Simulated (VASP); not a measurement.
Write the native input for VASP 6.6.1 that does the following.

| Quantity | Value |
| --- | --- |
| Task | relaxation of shape and atoms at fixed volume |
| Functional | PBEsol |
| Potentials or basis | VASP PAW PBE potentials, release 64 (Zn) |
| Cutoff | 600 eV |
| k mesh | 18 × 18 × 8 |
| Occupations | gaussian, width 0.1 eV |
| Spin | no spin polarisation |
| Dipole correction | no |
| Further INCAR settings | ALGO = Normal; EDIFF = 1e-06; IBRION = 2; EDIFFG = -0.01; NSW = 50; ISIF = 4 |

The structure of Zn lies in POSCAR:

```
Zn
1.0
    2.5640357779      0.0000000000      0.0000000000
   -1.2820178890      2.2205201199      0.0000000000
    0.0000000000      0.0000000000      4.7047484429
Zn
2
Direct
    0.3333333333      0.6666666667      0.2500000000
    0.6666666667      0.3333333333      0.7500000000
```

The input as run:

INCAR

```
SYSTEM = Zn
PREC = Accurate
ENCUT = 600
EDIFF = 1E-6
ISMEAR = 0
SIGMA = 0.1
LREAL = .FALSE.
LASPH = .TRUE.
NELM = 80
ALGO = Normal
ISIF = 4
LWAVE = .FALSE.
LCHARG = .FALSE.
GGA = PS
IBRION = 2
NSW = 50
EDIFFG = -0.01
```

KPOINTS

```
regular mesh
0
G
  18 18 8
  0 0 0
```

Potentials or basis: VASP PAW PBE potentials, release 64 (Zn).

Run with:

```bash
$ cat potpaw_PBE.64/Zn/POTCAR > POTCAR
$ mpirun -np 1 vasp_std > vasp.out
```

Results of the run:

```yaml
Energy_gained_by_relaxing: 0.5 meV/atom
Ionic_steps: 3
Pressure_after_relaxing: 6.2 GPa
Band_gap_on_the_k_mesh: zero (bands 12 and 13 overlap by 4.20 eV)
```

Caveat: the PAW data sets were made with another functional, which shifts forces and pressure a little.

Run time: 2.5 min on 1 thread of Intel Xeon 8259CL (shared host), peak memory 0.2 GiB.
